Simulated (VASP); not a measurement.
Here is a VASP 6.6.1 calculation.

INCAR

```
  ALGO = Fast
  EDIFF = 1E-6
  ENCUT = 520
  GGA = PS
  ISIF = 2
  ISMEAR = 0
  LASPH = True
  LCHARG = True
  LELF = True
  LREAL = False
  LVHAR = True
  LWAVE = False
  NBANDS = 13
  NELM = 100
  PREC = Accurate
  SIGMA = 0.15
```

The input KPOINTS:

```
k-points
0
Gamma
  24 24 24
```

Contents of POSCAR:

```
W
1.0
   -1.7929988887      1.7929988887      1.2676502143
    1.7929988887     -1.7929988887      1.2676502143
    1.7929988887      1.7929988887     -1.2676502143
W
1
Direct
    0.0000000000      0.0000000000      0.0000000000
```

Potentials or basis: VASP PAW PBE potentials, release 64 (W_sv).

Run with:

```sh
$ cat potpaw_PBE.64/W_sv/POTCAR > POTCAR
$ mpirun -np 1 vasp_std > vasp.out
```

Q: Predict the band gap on the k mesh.

A: Zero (bands 7 and 8 overlap by 7.20 eV).

Q: Predict the pressure.

A: 6.6 GPa.

Stress tensor (GPa, compression positive):
```
-9.20  0.00  0.00
 0.00 -9.20  0.00
 0.00  0.00 38.16
```

Caveat: the cell stands under pressure; the PAW data sets were made with another functional, which shifts forces and pressure a little; spin-orbit coupling is left out, which moves the levels of the heavy elements.
